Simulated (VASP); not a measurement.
Runs of VASP 6.6.1 on BiSb3O2. The structure is that of space group P6/mmm (No. 191), or close to it. The cells are those of the table. 

```tsv
task	cell	k mesh	cutoff (eV)	gap on the mesh (eV)	pressure (GPa)	relaxed volume (Å³/atom)
single point	a = 6.408, b = 6.408, c = 3.757 Å, angles 90.0, 90.0, 120.0°, 6 atoms	3 × 3 × 4	520	none	-5.0	-
relaxation of cell and atoms	relaxed from a = 6.408, b = 6.408, c = 3.757 Å, angles 90.0, 90.0, 120.0°, 6 atoms	3 × 3 × 4	600	none	0.1	(a)
relaxation of cell and atoms	relaxed from a = 6.386, b = 6.386, c = 3.563 Å, angles 90.0, 90.0, 120.0°, 6 atoms	3 × 3 × 6	600	none	-0.1	20.97
single point	a = 6.484, b = 6.484, c = 3.451 Å, angles 90.0, 90.0, 120.0°, 6 atoms	6 × 6 × 10	520	none	(b)	-
relaxation of cell and atoms	relaxed from a = 6.427, b = 6.427, c = 3.532 Å, angles 90.0, 90.0, 120.0°, 6 atoms	6 × 6 × 10	600	none	0.0	20.81
single point	a = 6.427, b = 6.427, c = 3.532 Å, angles 90.0, 90.0, 120.0°, 6 atoms	3 × 3 × 6	520	none	-0.4	-
single point	a = 6.386, b = 6.386, c = 3.563 Å, angles 90.0, 90.0, 120.0°, 6 atoms	3 × 3 × 4	520	none	-0.6	-
```

Alike in all rows: level PBE; potentials or basis VASP PAW PBE potentials, release 64 (Sb, Bi_d, O); no spin polarisation; smearing gaussian 0.1 eV.

Q: Estimate the missing entries.

A: (a) 20.79; (b) -0.5.

Caveats: some runs use coarse meshes; spin-orbit coupling is left out, which moves the levels of the heavy elements.

A k mesh can miss the band edges, and the runs leave out spin-orbit coupling on Bi, Sb.

A gap of «none» marks levels without a gap at the run's occupations.
